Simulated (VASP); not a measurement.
The system is VSeS3.

```
V Se S
1.0
     4.50509    0.00000    0.00000
     0.00000    4.50509    0.00000
     0.00000    0.00000    4.50509
V Se S
1 1 3
Cartesian
  0.0000 0.0000 0.0000
  2.2525 2.2525 2.2525
  2.2525 0.0000 0.0000
  0.0000 2.2525 0.0000
  0.0000 0.0000 2.2525
```

The cell was generated, and may not be a known phase.

| Quantity | Value |
| --- | --- |
| Program | VASP 6.6.1 |
| Task | relaxation of cell and atoms |
| Functional | PBE |
| Potentials or basis | VASP PAW PBE potentials, release 64 (V_sv, Se, S) |
| Cutoff | 500 eV |
| k mesh | 8 × 8 × 8 |
| Occupations | gaussian, width 0.1 eV |
| Spin | no spin polarisation |

At the start: pressure 3.2 GPa; volume 18.29 Å³/atom.

Question: Where does the relaxation end?

Answer: Over 3 steps the energy falls by 6.2 meV/atom and the volume is 18.92 Å³/atom (+3.5 %); space group Pm-3m (No. 221, to 0.1 Å) before and after.

The path:
```tsv
step	energy change (eV)	largest force (eV/Å)	pressure (GPa)	volume (Å³)
1	0.0000	0.0000	3.22	91.43
2	-0.0224	0.0000	-1.53	96.39
3	-0.0311	0.0000	0.00	94.62
```

Final structure:
```
V Se S
1.0
     4.55686    0.00000    0.00000
     0.00000    4.55686    0.00000
     0.00000    0.00000    4.55686
V Se S
1 1 3
Cartesian
  0.0000 0.0000 0.0000
  2.2784 2.2784 2.2784
  2.2784 0.0000 0.0000
  0.0000 2.2784 0.0000
  0.0000 0.0000 2.2784
```

Caveat: an odd number of electrons without spin polarisation forces a metal; a magnetic or distorted state may lie lower; the run has no spin polarisation, though such a crystal can be magnetic.
